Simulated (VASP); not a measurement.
Set up this calculation in VASP 6.6.1, as the native input.

```
Task                   : single point
Functional             : r2SCAN
Potentials or basis    : VASP PAW PBE potentials, release 64 (Li_sv, F)
Cutoff                 : 520 eV
k mesh                 : 10 × 10 × 10
Occupations            : gaussian, width 0.01 eV
Spin                   : no spin polarisation
Dipole correction      : no
Further INCAR settings : ALGO = Normal; EDIFF = 1e-06; NBANDS = 12
```

LiF:

```
Li F
1.0
     0.00000    2.11077    2.11077
     2.11077    0.00000    2.11077
     2.11077    2.11077    0.00000
Li F
1 1
Direct
  0.00000 0.00000 0.00000
  0.50000 0.50000 0.50000
```

This cell differs from its parent crystal: strain +5.8%.

The input as run:

POSCAR

```
LiF
1.0
    0.0000000000      2.1107737887      2.1107737887
    2.1107737887      0.0000000000      2.1107737887
    2.1107737887      2.1107737887      0.0000000000
Li F
1 1
Direct
    0.0000000000      0.0000000000      0.0000000000
    0.5000000000      0.5000000000      0.5000000000
```

INCAR.step1

```
SYSTEM = LiF
PREC = Accurate
ENCUT = 520
ISMEAR = 0
SIGMA = 0.01
LREAL = .FALSE.
LASPH = .TRUE.
NELM = 80
NBANDS = 12
GGA = PE
ALGO = Normal
EDIFF = 1E-4
LWAVE = .TRUE.
LCHARG = .FALSE.
```

INCAR.step2

```
SYSTEM = LiF
PREC = Accurate
ENCUT = 520
EDIFF = 1E-6
ISMEAR = 0
SIGMA = 0.01
LREAL = .FALSE.
LASPH = .TRUE.
NELM = 80
ALGO = Normal
ISIF = 2
LWAVE = .FALSE.
LCHARG = .FALSE.
METAGGA = R2SCAN
LMIXTAU = .TRUE.
NBANDS = 12
ISTART = 1
```

KPOINTS

```
Automatic mesh
0
G
  10 10 10
  0 0 0
```

Potentials or basis: VASP PAW PBE potentials, release 64 (Li_sv, F).

Launch:

```bash
$ cat potpaw_PBE.64/Li_sv/POTCAR potpaw_PBE.64/F/POTCAR > POTCAR
$ cp INCAR.step1 INCAR
$ mpirun -np 1 vasp_std > vasp.out
$ cp INCAR.step2 INCAR
$ mpirun -np 1 vasp_std > vasp.out
```

Results of the run:

```json
{"Band gap on the k mesh": "9.00 eV, direct"}
```

Caveat: the cell differs from its parent crystal (strain +5.8%).

Run time: 29 s on 1 thread of Intel Xeon 8259CL, with other jobs on the host, peak memory 0.14 GiB.
